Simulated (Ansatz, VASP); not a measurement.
# Bi in VASP and in Ansatz

```xyz
2
Lattice="4.2090 0.0000 0.0000 -2.1045 3.6451 0.0000 0.0000 0.0000 28.0000" Properties=species:S:1:pos:R:3 pbc="T T T"
Bi    0.0000    2.4301   14.5545
Bi    2.1045    1.2150   13.4455
```

Alike in both runs: task single point; functional PBE; k mesh 9 × 9 × 1; occupations gaussian, width 0.02 eV; no spin polarisation.

|  | VASP | Ansatz |
| --- | --- | --- |
| version | VASP 6.6.1 | Ansatz 0.2.0 |
| potentials or method | VASP PAW PBE potentials, release 64 (Bi_d), cutoff 520 eV | scalar-relativistic, plane waves, PAW |
| valence electrons in the cell | 30 | 30 |

```tsv
	VASP	Ansatz	Ansatz less VASP
gap on the k mesh at the Fermi level (eV)	0.06	0.04	-0.012
least direct gap on the mesh (eV)	0.09	0.09	-0.002
rms of the force components (eV/Å)	3.277	3.335	+0.0582
```

Atom by atom the forces differ by 0.058 eV/Å (rms over components). With one functional, cell and mesh, what is left measures potentials, basis and numerics.

Spin-orbit coupling is off throughout.
